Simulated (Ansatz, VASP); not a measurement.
**GaN: VASP beside Ansatz**

Contents of INCAR:

```
PREC = Accurate ; ENCUT = 600
EDIFF = 1E-6 ; ISMEAR = 0
SIGMA = 0.01 ; LREAL = False
LASPH = True ; NELM = 120
ALGO = Normal ; ISIF = 2
LWAVE = False ; LCHARG = False
NBANDS = 16 ; GGA_COMPAT = False
```

File KPOINTS:

```
regular mesh
0
Gamma
  14 14 14
```

The input POSCAR:

```
GaN
1.0
    0.0000000000      2.1352350000      2.1352350000
    2.1352350000      0.0000000000      2.1352350000
    2.1352350000      2.1352350000      0.0000000000
Ga N
1 1
Direct
    0.0000000000      0.0000000000      0.0000000000
    0.5000000000      0.5000000000      0.5000000000
```

Input for Ansatz:

```yaml
crystal:
  lattice:
    - [0.0, 2.135235, 2.135235]
    - [2.135235, 0.0, 2.135235]
    - [2.135235, 2.135235, 0.0]
  atoms:
    - { symbol: Ga, position: [0.0, 0.0, 0.0] }
    - { symbol: "N", position: [0.5, 0.5, 0.5] }
basis:
  ecutwfc: 420
kpoints:
  mp_grid: { grid: [14, 14, 14] }
hamiltonian:
  xc: lda
  pseudopotentials: { kind: paw, azcp: { folder: soft_1 } }
scf:
  occupations: { method: gaussian, width: 0.01 }
output:
  forces: true
  stress: true
  eigenvalues: true
```

Alike in both runs: task single point; functional LDA; k mesh 14 × 14 × 14; occupations gaussian, width 0.01 eV; no spin polarisation.

|  | VASP | Ansatz |
| --- | --- | --- |
| version | VASP 6.6.1 | Ansatz 0.2.0 |
| potentials or method | VASP PAW LDA potentials, release 64 (Ga_d, N), cutoff 600 eV | scalar-relativistic, plane waves, PAW |
| valence electrons in the cell | 18 | 18 |

Ansatz gave:

```
gap on the k mesh at the Fermi level (eV) : 0.20
least direct gap on the mesh (eV)         : 2.42
pressure (GPa)                            : -13.7
```

**Question.** Which values does VASP return?

**Answer.** gap on the k mesh at the Fermi level (eV): 0.22; least direct gap on the mesh (eV): 2.45; pressure (GPa): -12.5.

Ansatz warns that its potentials were made for another functional, while VASP's fit it. LDA's correlation is that of Perdew and Zunger in VASP and of Perdew and Wang (1992) in Ansatz.
